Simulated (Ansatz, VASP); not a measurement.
# One calculation of Na2Sb3, two programs

File INCAR:

```
PREC = Accurate
ENCUT = 520
EDIFF = 1E-7
ISMEAR = 0
SIGMA = 0.1
LREAL = False
LASPH = True
NELM = 80
ALGO = Normal
ISIF = 2
LWAVE = False
LCHARG = False
GGA = PE
NBANDS = 22
```

The input KPOINTS:

```
regular mesh
0
Gamma
  6 6 4
```

POSCAR

```
Na2Sb3
1.0
    4.4935131983      0.0000000000      0.0000000000
   -2.2467565991      3.8914965819      0.0000000000
    0.0000000000      0.0000000000      6.9911766257
Na Sb
2 3
Direct
    0.3333333333      0.6666666667      0.2450000000
    0.6666666667      0.3333333333      0.7550000000
    0.0000000000      0.0000000000      0.0000000000
    0.3333333333      0.6666666667      0.6450000000
    0.6666666667      0.3333333333      0.3550000000
```

Input for Ansatz:

```yaml
crystal:
  lattice:
    - [4.4935131983, 0.0, 0.0]
    - [-2.2467565991, 3.8914965819, 0.0]
    - [0.0, 0.0, 6.9911766257]
  atoms:
    - { symbol: Na, position: [0.3333333333, 0.6666666667, 0.245] }
    - { symbol: Na, position: [0.6666666667, 0.3333333333, 0.755] }
    - { symbol: Sb, position: [0.0, 0.0, 0.0] }
    - { symbol: Sb, position: [0.3333333333, 0.6666666667, 0.645] }
    - { symbol: Sb, position: [0.6666666667, 0.3333333333, 0.355] }
basis:
  ecutwfc: 420
kpoints:
  mp_grid: { grid: [6, 6, 4] }
hamiltonian:
  xc: pbe
scf:
  occupations: { method: gaussian, width: 0.1 }
  lower_state_search: "off"
output:
  forces: true
  stress: true
  eigenvalues: true
```

Alike in both runs: task single point; functional PBE; k mesh 6 × 6 × 4; occupations gaussian, width 0.1 eV; no spin polarisation.

|  | VASP | Ansatz |
| --- | --- | --- |
| version | VASP 6.6.1 | Ansatz 0.2.0 |
| potentials or method | VASP PAW PBE potentials, release 64 (Na_pv, Sb), cutoff 520 eV | scalar-relativistic, plane waves, PAW |
| valence electrons in the cell | 29 | 63 |

```csv
,VASP,Ansatz,Ansatz less VASP
gap on the k mesh at the Fermi level (eV),none,none,-
pressure (GPa),9.7,9.7,-0.03
"traceless stress, the component that is largest in VASP (GPa)",-5.16,-5.18,-0.021
rms of the force components (eV/Å),0.628,0.627,-0.0008
```

Atom by atom the forces differ by 0.004 eV/Å (rms over components). A gap of «none» marks a metal or a gap that the smearing closes. VASP's potentials hold 29 valence electrons a cell and Ansatz's 63, so a difference there can come from the potentials and not from the codes.

Neither program's run includes spin-orbit coupling.
